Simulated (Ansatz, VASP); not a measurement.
One calculation of AlRh2, two programs

```
Al Rh
1.0
     3.43894    0.00000    0.00000
    -1.71947    2.97821    0.00000
     0.00000    0.00000    3.61586
Al Rh
1 2
Direct
  0.00000 0.00000 0.00000
  0.33333 0.66667 0.50000
  0.66667 0.33333 0.50000
```

Change from the starting cell: species swapped into the NbB2 type (P6/mmm, No. 191).

Alike in both runs: task relaxation of cell and atoms; functional PBE; k mesh 6 × 6 × 6; occupations gaussian, width 0.1 eV; no spin polarisation.

|  | VASP | Ansatz |
| --- | --- | --- |
| version | VASP 6.6.1 | Ansatz 0.2.0 |
| potentials or method | VASP PAW PBE potentials, release 64 (Al, Rh_pv), cutoff 600 eV | scalar-relativistic, plane waves, PAW |
| valence electrons in the cell | 33 | 37 |

```csv
,VASP,Ansatz,Ansatz less VASP
"gap on the k mesh at the Fermi level, each at its own relaxed structure (eV)",none,none,-
relaxed volume (Å³/atom),14.64,14.68,+0.038
relaxed cell length with the largest relative difference (Å),4.291,4.297,+0.0057
```

A gap of «none» marks a metal or a gap that the smearing closes. VASP's potentials hold 33 valence electrons a cell and Ansatz's 37, so a difference there can come from the potentials and not from the codes.

Noted on VASP's run: the volume moved by over 15 % at a fixed basis, so the end points are rough.
